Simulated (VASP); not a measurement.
# Sn32HO31 (a cell with a defect) in VASP: further runs

Runs on Sn32HO31 (a cell with a defect). Level: PBE. Tasks: single point.

All numbers are computed with VASP 6.6.1; they aren't measurements. Logs are shortened: lines on timing, memory, paths and dates and some standing lists are left out, and cuts for length are marked.

## Step 1: The cell of the first run

The cell holds a defect, 64 atoms: a = 10.948 Å, b = 10.951 Å, c = 11.596 Å, α = 118.18°, β = 90.00°, γ = 90.00°.

## Step 2: Single point, PBE, collinear spin

INCAR

```
SYSTEM = Sn32HO31
  PREC = Accurate
  ENCUT = 520
  EDIFF = 1E-7
  ISMEAR = 0
  SIGMA = 0.05
  LREAL = Auto
  LASPH = .True.
  NELM = 150
  ALGO = Normal
  ISIF = 2
  LWAVE = .False.
  LCHARG = .False.
  ISPIN = 2
  MAGMOM = 0 0 0 0 0 0 0 0 0.2 0 0.2 0 0 0 0 0 0.2 0 0 0.2 0 0 0 0 0 0 0 0 0 0 0 0 0.2 0 0 0 0 0 0 0 0 0 0 0 0 0 0 0 0 0 0 0 0 0 0 0 0 0 0 0 0 0 0 0
  LORBIT = 11
  GGA = PE
  NBANDS = 360
  LUSENCCL = .False.
```

KPOINTS

```
regular mesh
0
Gamma
  1 1 1
  0 0 0
```

POSCAR

```
Sn32HO31
1.0
  -10.9476480000      0.0000000000      0.0000000000
    0.0000000000    -10.9511840000      0.0000000000
    0.0000000000      5.4755920000     10.2219600000
Sn H O
32 1 31
Direct
   -0.0017535834      0.3058035022      0.8655496089
    0.0018218159      0.8061058515      0.8609074956
    0.7483496179      0.0541289827      0.8611886059
    0.7521726149      0.5588519591      0.8657713288
    0.5026243034      0.8075311142      0.8620314128
    0.4975291955      0.3073548087      0.8647198688
    0.2524885506      0.5581753537      0.8647457683
    0.2471990841      0.0554056466      0.8615271008
    0.0045829957      0.1957417456      0.1343375931
    0.0011526892      0.6917024337      0.1365335721
    0.7470035343      0.9369260740      0.1344041799
    0.7479428068      0.4432088578      0.1370395019
    0.4979475548      0.6916613247      0.1342637240
    0.5007270946      0.1957373100      0.1369027532
    0.2508238194      0.4442299379      0.1341440293
    0.2513632141      0.9423764192      0.1363888524
    0.0049583566      0.0525937790      0.3653661784
    0.0011115138      0.5562340878      0.3642433874
    0.7481093317      0.8058678567      0.3640183966
    0.7446318976      0.3143984505      0.3679645918
    0.4968132341      0.5618446621      0.3667456747
    0.5007503594      0.0564899960      0.3642567824
    0.2511076366      0.3088781094      0.3638505375
    0.2512959607      0.8069142289      0.3663693730
    0.0021867123      0.4425835750      0.6382745090
   -0.0018280633      0.9428119231      0.6335176670
    0.7480976735      0.1948254892      0.6383732589
    0.7514905784      0.6901511513      0.6340833070
    0.4979192049      0.9434619311      0.6343966235
    0.5032429275      0.4439921940      0.6377646970
    0.2521916882      0.6917911956      0.6343790210
    0.2470291626      0.1946357718      0.6371687516
    0.8794555198      0.1163772472      0.2428243027
    0.8741339949      0.6228040534      0.2505063558
    0.6248628468      0.8738315219      0.2466097599
    0.6245332832      0.3802621665      0.2585053026
    0.3740027495      0.6262077162      0.2498041165
    0.3774118365      0.1262258430      0.2500622301
    0.1246606040      0.3731684980      0.2462047246
    0.1251490805      0.8765070028      0.2540686530
    0.8724210005      0.1238828406      0.7494264504
    0.8777012371      0.6239282585      0.7492790264
    0.6252318933      0.8709543177      0.7436662797
    0.6252970767      0.3788647622      0.7547584455
    0.3804889385      0.6255470752      0.7495242048
    0.3695460108      0.1256965055      0.7493764935
    0.1250804181      0.3763381793      0.7554868930
    0.1245882853      0.8732046053      0.7442513181
    0.8751870931      0.3757925922      0.7530142343
    0.8749005889      0.8719124112      0.7454109629
    0.6210201296      0.1255593169      0.7506217149
    0.6289406492      0.6258653025      0.7509869759
    0.3749519591      0.8758420903      0.7500341778
    0.3751433991      0.3746046849      0.7473750543
    0.1291197969      0.6246180162      0.7495732109
    0.1211396666      0.1244425405      0.7491686012
    0.8748666074      0.8766106264      0.2506939918
    0.8744352509      0.3686286584      0.2504811427
    0.6231336569      0.6253707169      0.2497932808
    0.6324414346      0.1262428861      0.2503177179
    0.3749465811      0.3773016151      0.2498232886
    0.3749487009      0.8758108125      0.2513555056
    0.1229238121      0.1253200033      0.2508045942
    0.1250402667      0.6255989676      0.2514511140
```

Potentials or basis: VASP PAW PBE potentials, release 64 (Sn_d, H, O).

On the command line:

```
> cat potpaw_PBE.64/Sn_d/POTCAR potpaw_PBE.64/H/POTCAR potpaw_PBE.64/O/POTCAR > POTCAR
> mpirun -np 1 vasp_gam > vasp.out
```

OUTCAR:

```text
SYSTEM = Sn32HO31
   PREC = Accurate
   ENCUT = 520
   EDIFF = 1E-7
   ISMEAR = 0
   LREAL = Auto
   LASPH = .True.
   NELM = 150
   ISIF = 2
   ISPIN = 2
   LORBIT = 11
   GGA = PE

 ion  position               nearest neighbor table
   1  0.998  0.306  0.866-  56 2.25  49 2.25  47 2.25  41 2.27  32 3.59  27 3.59  25 3.59  26 3.60

   2  0.002  0.806  0.861-  42 2.25  48 2.26  55 2.27  50 2.27  25 3.58  31 3.59  28 3.59  26 3.59

   3  0.748  0.054  0.861-  41 2.25  43 2.26  51 2.27  50 2.27  27 3.58  29 3.59  26 3.59  28 3.59
[... 29 lines left out ...]
  18  0.001  0.556  0.364-  64 2.25  34 2.26  39 2.27  58 2.31   9 3.57  10 3.59  15 3.61  12 3.62

  19  0.748  0.806  0.364-  59 2.25  34 2.27  35 2.28  57 2.28  11 3.57  12 3.58  13 3.61  10 3.62

  20  0.745  0.314  0.368-  36 2.17  60 2.23  58 2.23  14 3.57  12 3.57   9 3.72  11 3.72
  21  0.497  0.562  0.367-  37 2.25  61 2.26  59 2.26  36 2.26  15 3.59  13 3.59  12 3.62  14 3.62

  22  0.501  0.056  0.364-  62 2.25  38 2.26  35 2.27  60 2.32  11 3.58  16 3.59  13 3.61  14 3.62

  23  0.251  0.309  0.364-  61 2.25  38 2.27  39 2.28  63 2.29   9 3.58  14 3.58  15 3.61  16 3.62
[... 15 lines left out ...]
  31  0.252  0.692  0.634-  55 2.25  53 2.26  48 2.27  45 2.28   2 3.59   8 3.59   5 3.60   7 3.60

  32  0.247  0.195  0.637-  46 2.23  47 2.25  54 2.26  56 2.26   8 3.58   1 3.59   7 3.59   6 3.60

  33  0.879  0.116  0.243-  11 2.28   9 2.29  17 2.31
  34  0.874  0.623  0.251-  12 2.25  18 2.26  19 2.27  10 2.28
  35  0.625  0.874  0.247-  11 2.19  22 2.27  13 2.27  19 2.28
  36  0.625  0.380  0.259-  20 2.17  21 2.26  12 2.28  14 2.28
  37  0.374  0.626  0.250-  24 2.24  21 2.25  13 2.25  15 2.25
  38  0.377  0.126  0.250-  14 2.25  22 2.26  23 2.27  16 2.28
  39  0.125  0.373  0.246-   9 2.19  18 2.27  15 2.27  23 2.28
[... 23 lines left out ...]
  63  0.123  0.125  0.251-  17 2.25   9 2.25  23 2.29  16 2.29
  64  0.125  0.626  0.251-  10 2.25  18 2.25  24 2.26  15 2.27

  LATTYP: Found a base centered orthorhombic cell.
 ALAT       =    10.9511840000
 B/A-ratio  =     1.8668228020
 C/A-ratio  =     0.9996771125

  Lattice vectors:

 A1 = (   0.0000000000,  -5.4755920000, -10.2219600000)
 A2 = (   0.0000000000,  -5.4755920000,  10.2219600000)
 A3 = ( -10.9476480000,   0.0000000000,   0.0000000000)

Analysis of symmetry for initial positions (statically):
=====================================================================
 Subroutine PRICEL returns:
 Original cell was already a primitive cell.

 Routine SETGRP: Setting up the symmetry group for a
 base centered orthorhombic supercell.

 Subroutine GETGRP returns: Found  1 space group operations
 (whereof  1 operations were pure point group operations)
 out of a pool of  8 trial point group operations.

The static configuration has the point symmetry C_1 .
[... 271 lines left out ...]
  ---------------------------------------------------
  free energy    TOTEN  =      -357.65007508 eV

  energy without entropy =     -357.64285787  energy(sigma->0) =     -357.64646647

 E-fermi :   6.5230     XC(G=0):  -9.7491

 val. band max:        6.4640562922   @ k =   0.0000   0.0000   0.0000
 cond. band min:       6.5834597710   @ k =   0.0000   0.0000   0.0000
 fundamental gap:      0.1194034789
 Fermi energy:         6.5230445967

 spin component 1

 k-point     1 :       0.0000    0.0000    0.0000
  band No.  band energies     occupation
      1     -15.7795      1.00000
      2     -15.7607      1.00000
      3     -15.7552      1.00000
      4     -15.7446      1.00000
      5     -15.7052      1.00000
      6     -15.6978      1.00000
[... 321 lines left out ...]
    328       8.3273      0.00000
    329       8.3386      0.00000
 Fermi energy:         6.5230445967

 spin component 2

 k-point     1 :       0.0000    0.0000    0.0000
  band No.  band energies     occupation
      1     -15.7775      1.00000
      2     -15.7588      1.00000
      3     -15.7531      1.00000
      4     -15.7416      1.00000
      5     -15.7046      1.00000
      6     -15.6967      1.00000
[... 321 lines left out ...]
    328       8.3578      0.00000
    329       8.3738      0.00000
 [bands above 329 left out]

------------------------ aborting loop because EDIFF is reached ----------------------------------------

  FORCE on cell =-STRESS in cart. coord.  units (eV):
  Direction    XX          YY          ZZ          XY          YZ          ZX
  --------------------------------------------------------------------------------------
  -------------------------------------------------------------------------------------
  Total        2.3771824     -1.8500445     -3.2338899     -0.1375607     -0.0081294      0.0338428
  in kB        3.1078283     -2.4186703     -4.2278516     -0.1798411     -0.0106280      0.0442446
  external PRESSURE =      -1.1795645 kB  Pullay stress =       0.0000000 kB

 VOLUME and BASIS-vectors are now :
 -----------------------------------------------------------------------------
  energy-cutoff  :      520.00
  volume of cell :     1225.51
      direct lattice vectors                 reciprocal lattice vectors
   -10.947648000  0.000000000  0.000000000    -0.091343821  0.000000000  0.000000000
     0.000000000-10.951184000  0.000000000     0.000000000 -0.091314327  0.048914298
     0.000000000  5.475592000 10.221960000     0.000000000  0.000000000  0.097828596

 POSITION                                       TOTAL-FORCE (eV/Angst)
 -----------------------------------------------------------------------------------
    -10.92845      1.39049      8.84761        -0.007387      0.002233      0.071929
     -0.01994     -4.11384      8.80016        -0.014730     -0.011497      0.055716
     -8.19267      4.12274      8.80304         0.012420     -0.004128      0.050444
     -8.23452     -1.37948      8.84988         0.019301     -0.010346      0.069449
     -5.50255     -4.12329      8.81165        -0.008072      0.000252      0.052139
     -5.44677      1.36895      8.83913         0.005758     -0.009099      0.075292
[... 56 lines left out ...]
     -1.34573      0.00090      2.56371         0.001766     -0.004762     -0.011314
     -1.36890     -5.47421      2.57032         0.004184      0.013071     -0.010658
 -----------------------------------------------------------------------------------
    total drift:                               -0.015210     -0.007982     -0.018831

  FREE ENERGIE OF THE ION-ELECTRON SYSTEM (eV)
  ---------------------------------------------------
  free  energy   TOTEN  =      -357.6500750782 eV

  energy  without entropy=     -357.6428578692  energy(sigma->0) =     -357.64646647

 total charge

# of ion       s       p       d       tot
------------------------------------------
    1        1.259   0.762  10.060  12.081
    2        1.275   0.749  10.055  12.079
    3        1.276   0.748  10.055  12.079
    4        1.260   0.762  10.060  12.081
    5        1.257   0.764  10.060  12.081
    6        1.273   0.745  10.055  12.074
[... 56 lines left out ...]
   63        1.579   3.400   0.000   4.979
   64        1.577   3.417   0.000   4.993
--------------------------------------------------
tot         90.134 129.835 321.764 541.732

 magnetization (x)

# of ion       s       p       d       tot
------------------------------------------
    1       -0.001   0.009   0.001   0.009
    2       -0.001   0.009   0.001   0.009
    3       -0.001   0.009   0.001   0.009
    4       -0.001   0.009   0.001   0.009
    5       -0.001   0.010   0.001   0.009
    6       -0.001   0.009   0.001   0.009
[... 56 lines left out ...]
   63        0.003  -0.002   0.000   0.001
   64        0.003  -0.003   0.000   0.001
--------------------------------------------------
tot          0.012   0.249   0.025   0.286
```

Run time: 6.8 min. Hardware: 1 × NVIDIA H100 80GB with 1 thread of AMD EPYC 7R13 (Zen 3), shared host; peak memory 2.2 GiB.

Results:

| Quantity | Value |
| --- | --- |
| Free energy | -357.6501 eV |
| Pressure | -0.1 GPa |
| Largest force | 0.116 eV/Å |
| Net moment | 0.91 μB per cell |
| Valence electrons inside the program's atomic spheres | Sn 12.08, 12.07, 12.09 (each value once); H 0.51; O 4.98, 5.00, 4.99 (each value once) |

Forces on the atoms (eV/Å):
```
Sn  -0.007  0.002  0.072
Sn  -0.015 -0.011  0.056
Sn   0.012 -0.004  0.050
Sn   0.019 -0.010  0.069
Sn  -0.008  0.000  0.052
Sn   0.006 -0.009  0.075
Sn  -0.002 -0.008  0.064
Sn   0.005 -0.012  0.057
Sn   0.011  0.043 -0.061
Sn  -0.008  0.019 -0.060
Sn  -0.023 -0.048 -0.057
Sn   0.028  0.008 -0.047
Sn  -0.007  0.018 -0.065
Sn   0.007 -0.020 -0.070
Sn  -0.005 -0.005 -0.069
Sn  -0.014  0.024 -0.063
Sn   0.048 -0.051  0.055
Sn  -0.004 -0.027  0.113
Sn  -0.001  0.008  0.111
Sn  -0.045  0.021  0.073
Sn  -0.029  0.014  0.081
Sn   0.010 -0.001  0.105
Sn  -0.017 -0.004  0.106
Sn   0.006 -0.010  0.099
Sn  -0.012 -0.001 -0.089
Sn  -0.009  0.007 -0.086
Sn   0.011  0.012 -0.085
Sn   0.006  0.000 -0.101
Sn   0.007  0.000 -0.098
Sn   0.007  0.020 -0.087
Sn   0.005  0.009 -0.104
Sn  -0.009 -0.003 -0.090
H    0.003 -0.013  0.018
O   -0.006 -0.001 -0.032
O    0.000 -0.003 -0.029
O    0.016 -0.011 -0.013
O    0.003 -0.005 -0.038
O    0.003  0.000 -0.031
O   -0.001 -0.001 -0.037
O    0.004 -0.013 -0.019
O    0.008  0.001  0.019
O   -0.013  0.010  0.021
O   -0.002 -0.003  0.010
O   -0.020  0.004  0.024
O    0.000 -0.013  0.024
O    0.004  0.006  0.018
O    0.020 -0.001  0.032
O    0.005  0.004  0.014
O    0.001  0.007  0.008
O   -0.005  0.003  0.020
O   -0.007  0.003  0.020
O   -0.011  0.004  0.028
O    0.000 -0.006  0.026
O    0.003  0.001  0.001
O    0.009  0.000  0.016
O    0.011 -0.001  0.015
O   -0.005  0.030 -0.010
O   -0.005 -0.005 -0.014
O    0.005 -0.008 -0.027
O    0.001  0.029 -0.024
O    0.012 -0.001 -0.018
O   -0.010 -0.005 -0.006
O    0.002 -0.005 -0.011
O    0.004  0.013 -0.011
```

Levels at points of the mesh, in eV from the Fermi level:
Spin up:
```
           k point  band 316  band 317  band 318  band 319  band 320  band 321
(0.00, 0.00, 0.00)     -1.20     -0.65     -0.06      0.10      0.91      1.08
```
Spin down:
| k point | band 313 | band 314 | band 315 | band 316 | band 317 | band 318 | band 319 | band 320 | band 321 | band 322 |
| --- | --- | --- | --- | --- | --- | --- | --- | --- | --- | --- |
| (0.00, 0.00, 0.00) | -1.52 | -1.52 | -1.20 | -1.18 | -0.65 | 0.06 | 0.10 | 0.92 | 1.11 | 1.28 |

Caveat: the k points lie up to 0.65 Å⁻¹ apart; spin-orbit coupling is left out, which moves the levels of the heavy elements.

## Step 3: Single point, PBE, collinear spin

INCAR

```
SYSTEM = Sn32HO31
ALGO = Normal
EDIFF = 1E-6
ENCUT = 520
GGA = PE
ISIF = 2
ISMEAR = 0
ISPIN = 2
LASPH = .True.
LCHARG = .False.
LORBIT = 11
LREAL = Auto
LUSENCCL = .False.
LWAVE = .False.
MAGMOM = 0 0 0 0 0 0 0 0 0.2 0 0.2 0 0 0 0 0 0.2 0 0 0.2 0 0 0 0 0 0 0 0 0 0 0 0 0.2 0 0 0 0 0 0 0 0 0 0 0 0 0 0 0 0 0 0 0 0 0 0 0 0 0 0 0 0 0 0 0
NBANDS = 360
NELECT = 636.0
NELM = 150
PREC = Accurate
SIGMA = 0.05
```

KPOINTS

```
k-points
0
Gamma
  1 1 1
  0 0 0
```

POSCAR is that of step 2.

Potentials or basis: VASP PAW PBE potentials, release 64 (Sn_d, H, O).

On the command line:

```
> cat potpaw_PBE.64/Sn_d/POTCAR potpaw_PBE.64/H/POTCAR potpaw_PBE.64/O/POTCAR > POTCAR
> mpirun -np 1 vasp_gam > vasp.out
```

Wall time 6.7 min (1 × NVIDIA H100 80GB with 1 thread of AMD EPYC 7R13 (Zen 3), shared host); peak memory 2.2 GiB.

The run converged. Its results:

```
Free energy                                           : -351.1046 eV
Largest force                                         : 0.291 eV/Å
Net moment                                            : 0.01 μB per cell
Valence electrons inside the program's atomic spheres : Sn 12.09, 12.08, 12.10, 12.07 (each value once); H 0.51; O 4.99, 5.00, 4.98 (each value once)
```

Forces on the atoms (eV/Å):
```
Sn  -0.012  0.000  0.245
Sn  -0.014 -0.013  0.232
Sn   0.012 -0.003  0.229
Sn   0.025 -0.008  0.243
Sn  -0.005  0.006  0.227
Sn   0.009 -0.011  0.251
Sn  -0.005 -0.007  0.239
Sn   0.000 -0.017  0.230
Sn   0.026  0.056 -0.221
Sn  -0.004  0.016 -0.240
Sn  -0.037 -0.062 -0.218
Sn   0.024  0.012 -0.225
Sn  -0.006  0.019 -0.253
Sn   0.008 -0.012 -0.238
Sn  -0.005 -0.006 -0.257
Sn  -0.016  0.016 -0.233
Sn   0.063 -0.066  0.211
Sn   0.001 -0.024  0.290
Sn  -0.005  0.007  0.289
Sn  -0.056  0.032  0.241
Sn  -0.030  0.015  0.272
Sn   0.011 -0.011  0.273
Sn  -0.020  0.004  0.274
Sn   0.005 -0.009  0.285
Sn  -0.013 -0.001 -0.265
Sn  -0.014  0.011 -0.260
Sn   0.011  0.011 -0.261
Sn   0.012 -0.003 -0.277
Sn   0.010  0.000 -0.273
Sn   0.011  0.014 -0.263
Sn   0.003  0.008 -0.279
Sn  -0.013  0.001 -0.264
H    0.001 -0.010  0.018
O   -0.007 -0.001 -0.030
O    0.003  0.000 -0.036
O    0.018 -0.013 -0.009
O    0.004 -0.006 -0.038
O    0.003  0.000 -0.029
O   -0.004 -0.005 -0.045
O    0.001 -0.009 -0.014
O    0.005  0.001  0.019
O   -0.010  0.010  0.020
O   -0.001 -0.003  0.014
O   -0.021  0.004  0.017
O    0.002 -0.013  0.024
O    0.002  0.007  0.020
O    0.020 -0.001  0.027
O    0.005  0.004  0.020
O    0.001  0.007  0.016
O   -0.006  0.003  0.016
O   -0.008  0.004  0.019
O   -0.017  0.005  0.027
O    0.000 -0.006  0.036
O    0.003  0.001 -0.006
O    0.009  0.000  0.015
O    0.017 -0.001  0.013
O   -0.005  0.027 -0.007
O   -0.005 -0.002 -0.015
O    0.003 -0.008 -0.028
O   -0.003  0.030 -0.027
O    0.013  0.002 -0.019
O   -0.010 -0.007 -0.004
O    0.004 -0.005 -0.009
O    0.005  0.013 -0.009
```

Levels at points of the mesh, in eV from the Fermi level:
Spin up:
```csv
k point,band 314,band 315,band 316,band 317,band 318,band 319,band 320,band 321,band 322,band 323
"(0.00, 0.00, 0.00)",-1.57,-1.25,-1.23,-0.70,-0.04,0.04,0.86,1.04,1.21,1.23
```
Spin down:
| k point | band 316 | band 317 | band 318 | band 319 | band 320 | band 321 |
| --- | --- | --- | --- | --- | --- | --- |
| (0.00, 0.00, 0.00) | -1.23 | -0.70 | -0.04 | 0.04 | 0.86 | 1.04 |

Caveat: the k points lie up to 0.65 Å⁻¹ apart; the cell carries a net charge on a neutralising background, which shifts energy and pressure; the cell is charged against a uniform background, so pressure and absolute levels hang on convention; spin-orbit coupling is left out, which moves the levels of the heavy elements.
